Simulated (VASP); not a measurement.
A run of VASP 6.6.1 is set up as follows.

Contents of INCAR:

```
SYSTEM = Tl
PREC     = Accurate       ! precision mode
ENCUT    = 520            ! plane-wave cutoff, eV
EDIFF    = 1E-6           ! SCF threshold, eV
ISMEAR   = 0              ! smearing method
SIGMA    = 0.1            ! smearing width, eV
LREAL    = .FALSE.        ! projectors in reciprocal space
LASPH    = .TRUE.         ! aspherical terms in the spheres
NELM     = 150            ! most SCF steps
ALGO     = Normal         ! electronic algorithm
ISIF     = 2              ! what is computed and relaxed
LWAVE    = .FALSE.        ! write WAVECAR
LCHARG   = .TRUE.         ! write CHGCAR
ISPIN    = 2              ! spin polarisation
MAGMOM   = 1.42 1.32 1.32 ! initial moments
LORBIT   = 11             ! projections on sites
NUPDOWN  = 6.0            ! fixed moment
GGA      = PE             ! functional
LELF     = .TRUE.         ! ELF
LVHAR    = .TRUE.       
NBANDS   = 30             ! bands
```

File KPOINTS:

```
Automatic mesh
0
G
  3 3 3
  0 0 0
```

Contents of POSCAR:

```
Tl
1.0
    1.7810518452      1.0282907623      8.2404167867
   -1.7810518452      1.0282907623      8.2404167867
    0.0000000000     -2.0565815246      8.2404167867
Tl
3
Direct
    0.4900000000      0.0890000000      0.1380000000
    0.7109406600      0.3099406600      0.3589406600
    1.2690593400      0.8680593400      0.9170593400
```

Potentials or basis: VASP PAW PBE potentials, release 64 (Tl_d).

The run is started by

```sh
$ cat potpaw_PBE.64/Tl_d/POTCAR > POTCAR
$ mpirun -np 1 vasp_std > vasp.out
```

Q: Estimate the pressure.

A: 10.4 GPa.

Q: Predict the largest force.

A: 0.064 eV/Å.

Stress tensor (GPa, compression positive):
```
 7.82  0.00  0.00
 0.00  7.82  0.00
 0.00  0.00 15.57
```

Caveat: the k points lie up to 0.68 Å⁻¹ apart; the moment is held away from its start; the total moment is fixed, so each spin has its own Fermi level and the state may be an excited one.
